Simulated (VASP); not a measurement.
Here is a VASP 6.6.1 calculation.

File INCAR:

```
  PREC = Accurate
  ENCUT = 520
  EDIFF = 1E-6
  ISMEAR = 0
  SIGMA = 0.05
  LREAL = F
  LASPH = T
  NELM = 100
  ALGO = Normal
  ISIF = 2
  LWAVE = F
  LCHARG = T
  GGA = PE
  LELF = T
  LVHAR = T
  NBANDS = 29
```

KPOINTS

```
regular mesh
0
Gamma
  5 5 5
```

File POSCAR:

```
TiPt3
1.0
    3.9474635632      0.0000000000      0.0000000000
    0.0000000000      3.9474635632      0.0000000000
    0.0000000000      0.0000000000      3.9474635632
Ti Pt
1 3
Direct
    0.0000000000      0.0000000000      0.0000000000
    0.0000000000      0.5000000000      0.5000000000
    0.5000000000      0.0000000000      0.5000000000
    0.5000000000      0.5000000000      0.0000000000
```

Potentials or basis: VASP PAW PBE potentials, release 64 (Ti_sv, Pt).

Command:

```sh
$ cat potpaw_PBE.64/Ti_sv/POTCAR potpaw_PBE.64/Pt/POTCAR > POTCAR
$ mpirun -np 1 vasp_std > vasp.out
```

(1) Estimate the pressure.

(2) Predict the band gap on the k mesh.

Answers

(1) -0.3 GPa.

(2) zero (band 21 reaches 12.50 eV, above the bottom of band 22 at 11.17 eV).

Caveat: spin-orbit coupling is left out, which moves the levels of the heavy elements.
